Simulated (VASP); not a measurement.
# HfN (Fm-3m) in VASP: further runs

The runs below take HfN through single point, relaxation of cell and atoms, with PBEsol.

All numbers are computed with VASP 6.6.1; they aren't measurements. Logs are shortened: lines on timing, memory, paths and dates and some standing lists are left out, and cuts for length are marked.

## Step 1: The cell of the first run

Symmetry: Fm-3m, No. 225, cubic system. Conventional cell: a = 4.476 Å, b = 4.476 Å, c = 4.476 Å, α = 90.00°, β = 90.00°, γ = 90.00°. Within 3.0 Å of Hf (site symmetry m-3m) lie 6 N at 2.24 Å. N (site symmetry m-3m) has 6 Hf at 2.24 Å within 3.0 Å.

## Step 2: Single point, PBEsol

File INCAR:

```
SYSTEM = HfN
PREC = Accurate ; ENCUT = 520
EDIFF = 1E-7 ; ISMEAR = -1
SIGMA = 0.1 ; LREAL = .FALSE.
LASPH = .TRUE. ; NELM = 100
ALGO = Normal ; ISIF = 2
LWAVE = .FALSE. ; LCHARG = .TRUE.
GGA = PS ; LELF = .TRUE.
LVHAR = .TRUE. ; NBANDS = 14
```

File KPOINTS:

```
Automatic mesh
0
G
  18 18 18
  0 0 0
```

File POSCAR:

```
HfN
1.0
    0.0000000000      2.2382466508      2.2382466508
    2.2382466508      0.0000000000      2.2382466508
    2.2382466508      2.2382466508      0.0000000000
Hf N
1 1
Direct
    0.0000000000      0.0000000000      0.0000000000
    0.5000000000      0.5000000000      0.5000000000
```

Potentials or basis: VASP PAW PBE potentials, release 64 (Hf_pv, N).

Command:

```bash
cat potpaw_PBE.64/Hf_pv/POTCAR potpaw_PBE.64/N/POTCAR > POTCAR
mpirun -np 1 vasp_std > vasp.out
```

OUTCAR:

```text
SYSTEM = HfN
   PREC = Accurate
   ENCUT = 520
   EDIFF = 1E-7
   ISMEAR = -1
   LREAL = .FALSE.
   LASPH = .TRUE.
   NELM = 100
   ISIF = 2
   GGA = PS

 ion  position               nearest neighbor table
   1  0.000  0.000  0.000-   2 2.24   2 2.24   2 2.24   2 2.24   2 2.24   2 2.24
   2  0.500  0.500  0.500-   1 2.24   1 2.24   1 2.24   1 2.24   1 2.24   1 2.24

  LATTYP: Found a face centered cubic cell.
 ALAT       =     4.4764933016

  Lattice vectors:

 A1 = (   0.0000000000,   2.2382466508,   2.2382466508)
 A2 = (   2.2382466508,   0.0000000000,   2.2382466508)
 A3 = (   2.2382466508,   2.2382466508,   0.0000000000)

Analysis of symmetry for initial positions (statically):
=====================================================================
 Subroutine PRICEL returns:
 Original cell was already a primitive cell.

 Routine SETGRP: Setting up the symmetry group for a
 face centered cubic supercell.

 Subroutine GETGRP returns: Found 48 space group operations
 (whereof 48 operations were pure point group operations)
 out of a pool of 48 trial point group operations.

The static configuration has the point symmetry O_h .

Analysis of symmetry for dynamics (positions and initial velocities):
=====================================================================
 Subroutine PRICEL returns:
 Original cell was already a primitive cell.

 Routine SETGRP: Setting up the symmetry group for a
 face centered cubic supercell.

 Subroutine GETGRP returns: Found 48 space group operations
 (whereof 48 operations were pure point group operations)
 out of a pool of 48 trial point group operations.

The dynamic configuration has the point symmetry O_h .

 Subroutine INISYM returns: Found 48 space group operations
 (whereof 48 operations are pure point group operations),
 and found     1 'primitive' translations

----------------------------------------------------------------------------------------

                                     Primitive cell

  volume of cell :      22.4261

  direct lattice vectors                    reciprocal lattice vectors
     0.000000000  2.238246651  2.238246651    -0.223389142  0.223389142  0.223389142
     2.238246651  0.000000000  2.238246651     0.223389142 -0.223389142  0.223389142
     2.238246651  2.238246651  0.000000000     0.223389142  0.223389142 -0.223389142

  length of vectors
     3.165358769  3.165358769  3.165358769     0.386921345  0.386921345  0.386921345

  position of ions in fractional coordinates (direct lattice)
     0.000000000  0.000000000  0.000000000
     0.500000000  0.500000000  0.500000000

  ion indices of the primitive-cell ions
   primitive index   ion index
                 1           1
                 2           2

----------------------------------------------------------------------------------------

 KPOINTS: Automatic mesh

Automatic generation of k-mesh.
 Grid dimensions read from file:
 generate k-points for:   18   18   18

 Generating k-lattice:

  Cartesian coordinates                     Fractional coordinates (reciprocal lattice)
    -0.012410508  0.012410508  0.012410508     0.055555556  0.000000000  0.000000000
     0.012410508 -0.012410508  0.012410508     0.000000000  0.055555556  0.000000000
     0.012410508  0.012410508 -0.012410508     0.000000000  0.000000000  0.055555556

  Length of vectors
     0.021495630  0.021495630  0.021495630

  Shift w.r.t. Gamma in fractional coordinates (k-lattice)
     0.000000000  0.000000000  0.000000000

 Subroutine IBZKPT returns following result:
 ===========================================

 Found    195 irreducible k-points:

 Following reciprocal coordinates:
            Coordinates               Weight
  0.000000  0.000000  0.000000      1.000000
  0.055556  0.000000  0.000000      8.000000
  0.111111  0.000000  0.000000      8.000000
  0.166667  0.000000  0.000000      8.000000
  0.222222  0.000000  0.000000      8.000000
  0.277778  0.000000  0.000000      8.000000
[... 16 lines left out ...]
 -0.277778  0.055556  0.000000     24.000000
 -0.222222  0.055556  0.000000     24.000000
 [... further k-points ...]
   k-points           NKPTS =    195   k-points in BZ     NKDIM =    195   number of bands    NBANDS=     14
   number of dos      NEDOS =    301   number of ions     NIONS =      2
   total plane-waves  NPLWV =  13824
   dimension x,y,z NGX =    24 NGY =   24 NGZ =   24
   dimension x,y,z NGXF=    48 NGYF=   48 NGZF=   48
   ions per type =               1   1
   NGX,Y,Z   is equivalent  to a cutoff of  12.60, 12.60, 12.60 a.u.
   NGXF,Y,Z  is equivalent  to a cutoff of  25.21, 25.21, 25.21 a.u.
 SYSTEM =  HfN
   PREC   = accura    normal or accurate (medium, high low for compatibility)
   ISTART =      0    job   : 0-new  1-cont  2-samecut
   ICHARG =      2    charge: 1-file 2-atom 10-const
   ISPIN  =      1    spin polarized calculation?
   LNONCOLLINEAR =      F non collinear calculations
[... 28 lines left out ...]
   LORBIT       =      0    0 simple, 1 ext, 2 COOP (PROOUT), +10 PAW based schemes
   GGA     = PS    functional components
   LHFCALC =     F    Hartree Fock is set to
   AEXX    =    0.0000 exact exchange contribution
   IVDW    =     0    specifies the selected vdW correction
   LEPSILON=     F    determine dielectric tensor
   LRPA    =     F    only Hartree local field effects (RPA)
 non-spin polarized calculation
  energy-cutoff  :      520.00
  volume of cell :       22.43
 maximum number of plane-waves:       620
   NGX = 11   NGY = 11   NGZ = 11

 number of electron      15.0000001 magnetization

 Free energy of the ion-electron system (eV)
  ---------------------------------------------------
  ext. energy  EPLUGINS =         0.00000000
  ---------------------------------------------------
  free energy    TOTEN  =       -23.00055706 eV

  energy without entropy =      -22.98072593  energy(sigma->0) =      -22.99064150

 E-fermi :   8.4359     XC(G=0): -13.0393

 val. band max:        8.4115364597   @ k =   0.4444   0.2222   0.1111
 cond. band min:       8.4420065087   @ k =  -0.1111   0.0556   0.0000
 fundamental gap:      0.0304700491
 Fermi energy:         8.4358922472

 k-point     1 :       0.0000    0.0000    0.0000
  band No.  band energies     occupation
      1     -22.5033      2.00000
      2     -22.5033      2.00000
      3     -22.5033      2.00000
      4      -9.1570      2.00000
      5       5.4306      2.00000
      6       5.4306      2.00000
      7       5.4306      2.00000
      8       8.0588      1.95497
      9       8.0588      1.95497
     10       8.0588      1.95497
     11      10.4580      0.00000
     12      10.4580      0.00000
     13      10.5281      0.00000
     14      18.0518      0.00000

 k-point     2 :       0.0556    0.0000    0.0000
  band No.  band energies     occupation
      1     -22.5396      2.00000
      2     -22.5062      2.00000
      3     -22.5062      2.00000
      4      -9.0795      2.00000
      5       5.0942      2.00000
      6       5.2297      2.00000
      7       5.2297      2.00000
      8       8.1600      1.88085
      9       8.1717      1.86697
     10       8.1717      1.86697
     11      10.7144      0.00000
     12      10.7144      0.00000
     13      10.7592      0.00000
     14      18.3057      0.00000

 k-point     3 :       0.1111    0.0000    0.0000
  band No.  band energies     occupation
      1     -22.6424      2.00000
      2     -22.5146      2.00000
      3     -22.5146      2.00000
      4      -8.8552      2.00000
      5       4.3090      2.00000
      6       4.7471      2.00000
      7       4.7471      2.00000
      8       8.3445      1.42760
      9       8.4713      0.82479
     10       8.4713      0.82479
     11      11.3683      0.00000
     12      11.3962      0.00000
     13      11.3962      0.00000
     14      19.0239      0.00000
[... 324 lines left out ...]
 k-point    23 :      -0.2778    0.0556    0.0000
  band No.  band energies     occupation
      1     -23.2178      2.00000
      2     -22.6026      2.00000
      3     -22.5522      2.00000
      4      -7.3971      2.00000
      5       1.1464      2.00000
      6       2.8024      2.00000
      7       3.1316      2.00000
      8       9.3027      0.00034
      9      10.0816      0.00000
     10      11.0298      0.00000
     11      13.5002      0.00000
     12      14.7216      0.00000
     13      15.4808      0.00000
     14      20.8076      0.00000

 k-point    24 :      -0.2222    0.0556    0.0000
  band No.  band energies     occupation
      1     -23.0413      2.00000
      2     -22.5853      2.00000
      3     -22.5349      2.00000
      4      -7.8752      2.00000
      5       1.9810      2.00000
      6       3.2348      2.00000
      7       3.6272      2.00000
      8       8.8722      0.02517
      9       9.4129      0.00011
     10      10.3187      0.00000
     11      12.6330      0.00000
     12      13.9066      0.00000
     13      14.3976      0.00000
     14      20.8241      0.00000

 [... further k-points ...]

------------------------ aborting loop because EDIFF is reached ----------------------------------------

  FORCE on cell =-STRESS in cart. coord.  units (eV):
  Direction    XX          YY          ZZ          XY          YZ          ZX
  --------------------------------------------------------------------------------------
  -------------------------------------------------------------------------------------
  Total        0.3929195      0.3929195      0.3929195      0.0000000      0.0000000     -0.0000000
  in kB       28.0711597     28.0711597     28.0711597      0.0000000      0.0000000     -0.0000000
  external PRESSURE =      28.0711597 kB  Pullay stress =       0.0000000 kB

 VOLUME and BASIS-vectors are now :
 -----------------------------------------------------------------------------
  energy-cutoff  :      520.00
  volume of cell :       22.43
      direct lattice vectors                 reciprocal lattice vectors
     0.000000000  2.238246651  2.238246651    -0.223389142  0.223389142  0.223389142
     2.238246651  0.000000000  2.238246651     0.223389142 -0.223389142  0.223389142
     2.238246651  2.238246651  0.000000000     0.223389142  0.223389142 -0.223389142

 POSITION                                       TOTAL-FORCE (eV/Angst)
 -----------------------------------------------------------------------------------
      0.00000      0.00000      0.00000         0.000000      0.000000      0.000000
      2.23825      2.23825      2.23825        -0.000000     -0.000000     -0.000000
 -----------------------------------------------------------------------------------
    total drift:                                0.000000     -0.000000     -0.000000

  FREE ENERGIE OF THE ION-ELECTRON SYSTEM (eV)
  ---------------------------------------------------
  free  energy   TOTEN  =       -23.0005570599 eV

  energy  without entropy=      -22.9807259308  energy(sigma->0) =      -22.99064150
```

Run time: 80 s. Hardware: 1 thread of AMD EPYC 7R13, shared host; peak memory 0.16 GiB.

Results:

| Quantity | Value |
| --- | --- |
| Free energy | -23.0006 eV |
| Pressure | 2.8 GPa |
| Band gap on the k mesh | zero (an odd number of electrons rules out a gap without spin polarisation) |

Levels at points of the mesh, in eV from the Fermi level:
| k point | band 4 | band 5 | band 6 | band 7 | band 8 | band 9 | band 10 | band 11 | band 12 | band 13 |
| --- | --- | --- | --- | --- | --- | --- | --- | --- | --- | --- |
| (0.00, 0.00, 0.00) | -17.59 | -3.01 | -3.01 | -3.01 | -0.38 | -0.38 | -0.38 | 2.02 | 2.02 | 2.09 |
| (0.50, 0.00, 0.00) | -14.65 | -9.06 | -6.31 | -6.31 | 3.44 | 3.87 | 3.87 | 4.57 | 9.22 | 9.22 |
| (0.50, 0.50, 0.00) | -16.47 | -5.37 | -3.96 | -3.66 | -3.66 | 4.25 | 5.78 | 5.78 | 5.96 | 8.31 |

Caveat: the PAW data sets were made with another functional, which shifts forces and pressure a little; spin-orbit coupling is left out, which moves the levels of the heavy elements.

## Step 3: Single point, PBEsol

This run uses another cell than the first one, of 11.41 Å³/atom.

File INCAR:

```
SYSTEM = HfN
PREC = Accurate ; ENCUT = 520
EDIFF = 1E-7 ; ISMEAR = -1
SIGMA = 0.1 ; LREAL = .FALSE.
LASPH = .TRUE. ; NELM = 80
ALGO = Normal ; ISIF = 2
LWAVE = .FALSE. ; LCHARG = .FALSE.
GGA = PS ; NBANDS = 14
```

KPOINTS is that of step 2.

File POSCAR:

```
HfN
1.0
    0.0000000000      2.2510575800      2.2510575800
    2.2510575800      0.0000000000      2.2510575800
    2.2510575800      2.2510575800      0.0000000000
Hf N
1 1
Direct
    0.0000000000      0.0000000000      0.0000000000
    0.5000000000      0.5000000000      0.5000000000
```

Potentials or basis: VASP PAW PBE potentials, release 64 (Hf_pv, N).

Command:

```bash
cat potpaw_PBE.64/Hf_pv/POTCAR potpaw_PBE.64/N/POTCAR > POTCAR
mpirun -np 1 vasp_std > vasp.out
```

It took 92 s on 1 thread of AMD EPYC 7R13, shared host; peak memory 0.16 GiB.

The run converged. Its results:

| Property | Result |
| --- | --- |
| Free energy | -23.0015 eV |
| Pressure | -2.2 GPa |
| Band gap on the k mesh | zero (an odd number of electrons rules out a gap without spin polarisation) |

Levels at points of the mesh, in eV from the Fermi level:
```
           k point  band 4  band 5  band 6  band 7  band 8  band 9  band 10  band 11  band 12  band 13
(0.00, 0.00, 0.00)  -17.49   -2.99   -2.99   -2.99   -0.37   -0.37    -0.37     1.92     1.98     1.98
(0.50, 0.00, 0.00)  -14.65   -8.95   -6.22   -6.22    3.36    3.78     3.78     4.47     9.01     9.01
(0.50, 0.50, 0.00)  -16.37   -5.38   -3.88   -3.65   -3.65    4.16     5.64     5.64     5.75     8.09
```

Caveat: the PAW data sets were made with another functional, which shifts forces and pressure a little; spin-orbit coupling is left out, which moves the levels of the heavy elements.

## Step 4: Relaxation of cell and atoms, PBEsol, target pressure 5 GPa, at which the enthalpy is minimised

This run uses another cell than the first one, of 11.41 Å³/atom.

File INCAR:

```
SYSTEM = HfN
PREC = Accurate
ENCUT = 600
EDIFF = 1E-6
ISMEAR = -1
SIGMA = 0.1
LREAL = .FALSE.
LASPH = .TRUE.
NELM = 60
ALGO = Normal
ISIF = 3
LWAVE = .FALSE.
LCHARG = .FALSE.
GGA = PS
IBRION = 2
NSW = 100
EDIFFG = -0.002
PSTRESS = 50.0
```

File KPOINTS:

```
regular mesh
0
G
  18 18 18
  0 0 0
```

POSCAR is that of step 3.

Command:

```bash
cat potpaw_PBE.64/Hf_pv/POTCAR potpaw_PBE.64/N/POTCAR > POTCAR
mpirun -np 1 vasp_std > vasp.out
```

Run time: 4.2 min. Hardware: 1 thread of AMD EPYC 7R13, shared host; peak memory 0.2 GiB.

The run converged. Its results:

```
Free energy                                                : -22.9991 eV
Relaxed volume                                             : 11.13 Å³/atom
Relaxed cell                                               : a = 3.157 Å, b = 3.157 Å, c = 3.157 Å, α = 60.00°, β = 60.00°, γ = 60.00°
Space group after relaxing (to 0.1 Å)                      : Fm-3m (No. 225)
Energy change on relaxing (the run minimises the enthalpy) : +2.2 meV/atom
Ionic steps                                                : 4
Pressure after relaxing                                    : 5.0 GPa
Band gap on the k mesh                                     : zero (an odd number of electrons rules out a gap without spin polarisation)
```

Step by step:
```csv
step,energy change (eV),largest force (eV/Å),pressure (GPa),volume (Å³)
1,0.0000,0.0000,-2.32,22.81
2,0.1000,0.0000,23.12,21.14
3,0.0041,0.0000,4.87,22.27
4,0.0044,0.0000,5.02,22.26
```

Final structure:
```
Hf N
1.0
     0.00000    2.23261    2.23261
     2.23261    0.00000    2.23261
     2.23261    2.23261    0.00000
Hf N
1 1
Direct
  0.00000 0.00000 0.00000
  0.50000 0.50000 0.50000
```

Levels at points of the mesh, in eV from the Fermi level:
```tsv
k point	band 4	band 5	band 6	band 7	band 8	band 9	band 10	band 11
(0.00, 0.00, 0.00)	-17.64	-3.01	-3.01	-3.01	-0.38	-0.38	-0.38	2.17
(0.50, 0.00, 0.00)	-14.65	-9.10	-6.35	-6.35	3.47	3.91	3.91	4.61
(0.50, 0.50, 0.00)	-16.52	-5.37	-3.99	-3.66	-3.66	4.29	5.84	5.84
```

Caveat: the cell is relaxed towards a set pressure, so the run minimises the enthalpy, not the energy; the PAW data sets were made with another functional, which shifts forces and pressure a little; spin-orbit coupling is left out, which moves the levels of the heavy elements.

## Step 5: Relaxation of cell and atoms, PBEsol

This run uses another cell than the first one, of 11.48 Å³/atom.

File INCAR:

```
SYSTEM = HfN
  PREC = Accurate
  ENCUT = 600
  EDIFF = 1E-7
  ISMEAR = -1
  SIGMA = 0.1
  LREAL = .FALSE.
  LASPH = .TRUE.
  NELM = 100
  ALGO = Normal
  ISIF = 3
  LWAVE = .FALSE.
  LCHARG = .FALSE.
  GGA = PS
  IBRION = 2
  NSW = 100
  EDIFFG = -0.002
```

KPOINTS is that of step 4.

File POSCAR:

```
HfN
1.0
    0.0000000000      2.2560000000      2.2560000000
    2.2560000000      0.0000000000      2.2560000000
    2.2560000000      2.2560000000      0.0000000000
Hf N
1 1
Direct
    0.0000000000      0.0000000000      0.0000000000
    0.5000000000      0.5000000000      0.5000000000
```

Command:

```bash
cat potpaw_PBE.64/Hf_pv/POTCAR potpaw_PBE.64/N/POTCAR > POTCAR
mpirun -np 1 vasp_std > vasp.out
```

It took 5.7 min on 1 thread of AMD EPYC 7R13, shared host; peak memory 0.2 GiB.

It converged, with:

```yaml
Free_energy: -23.0051 eV
Relaxed_volume: 11.31 Å³/atom
Relaxed_cell: a = 3.175 Å, b = 3.175 Å, c = 3.175 Å, α = 60.00°, β = 60.00°, γ = 60.00°
Space_group_after_relaxing_to_0.1_Å: Fm-3m (No. 225)
Energy_gained_by_relaxing: 2.2 meV/atom
Ionic_steps: 6
Pressure_after_relaxing: 0.0 GPa
Band_gap_on_the_k_mesh: zero (an odd number of electrons rules out a gap without spin polarisation)
```

The path:
```csv
step,energy change (eV),largest force (eV/Å),pressure (GPa),volume (Å³)
1,0.0000,0.0000,-4.14,22.96
2,0.0128,0.0000,8.89,21.99
3,-0.0044,0.0000,-0.03,22.63
4,-0.0044,0.0000,0.05,22.63
5,-0.0044,0.0000,-0.08,22.64
6,-0.0044,0.0000,0.00,22.63
```

Final structure:
```cif
data_structure
_symmetry_space_group_name_H-M 'P 1'
_symmetry_Int_Tables_number 1
_cell_length_a 3.1749
_cell_length_b 3.1749
_cell_length_c 3.1749
_cell_angle_alpha 60.000
_cell_angle_beta 60.000
_cell_angle_gamma 60.000
_cell_volume 22.63
loop_
_atom_site_label
_atom_site_type_symbol
_atom_site_fract_x
_atom_site_fract_y
_atom_site_fract_z
_atom_site_occupancy
Hf1 Hf 0.00000 0.00000 0.00000 1
N1 N 0.50000 0.50000 0.50000 1
```

Levels at points of the mesh, in eV from the Fermi level:
```
           k point  band 6  band 7  band 8  band 9  band 10  band 11
(0.00, 0.00, 0.00)   -3.00   -3.00   -0.37   -0.37    -0.37     2.00
(0.50, 0.00, 0.00)   -6.26   -6.26    3.39    3.82     3.82     4.52
(0.50, 0.50, 0.00)   -3.92   -3.66   -3.66    4.20     5.71     5.71
```

Caveat: the PAW data sets were made with another functional, which shifts forces and pressure a little; spin-orbit coupling is left out, which moves the levels of the heavy elements.

## Step 6: Summary

| task | cell | cutoff (eV) | gap on the mesh (eV) | pressure (GPa) |
| --- | --- | --- | --- | --- |
| single point | a = 3.165 Å, angles 60.0°, 2 atoms | 520 | none | 2.8 |
| single point | a = 3.183 Å, angles 60.0°, 2 atoms | 520 | none | -2.2 |
| relaxation of cell and atoms | relaxed to 5 GPa from a = 3.183 Å, angles 60.0°, 2 atoms | 600 | none | 5.0 |
| relaxation of cell and atoms | relaxed from a = 3.190 Å, angles 60.0°, 2 atoms | 600 | none | 0.0 |

Alike in all rows: level PBEsol; potentials or basis VASP PAW PBE potentials, release 64 (Hf_pv, N); no spin polarisation; k mesh 18 × 18 × 18; smearing fermi-dirac 0.1 eV.

Caveats: the PAW data sets were made with another functional, which shifts forces and pressure a little; spin-orbit coupling is left out, which moves the levels of the heavy elements; the cell is relaxed towards a set pressure, so the run minimises the enthalpy, not the energy (at least some runs).

Absolute energies hang on the potentials; compare differences alone.

The gap in the log of VASP goes by the Fermi energy; the results here count the filled bands.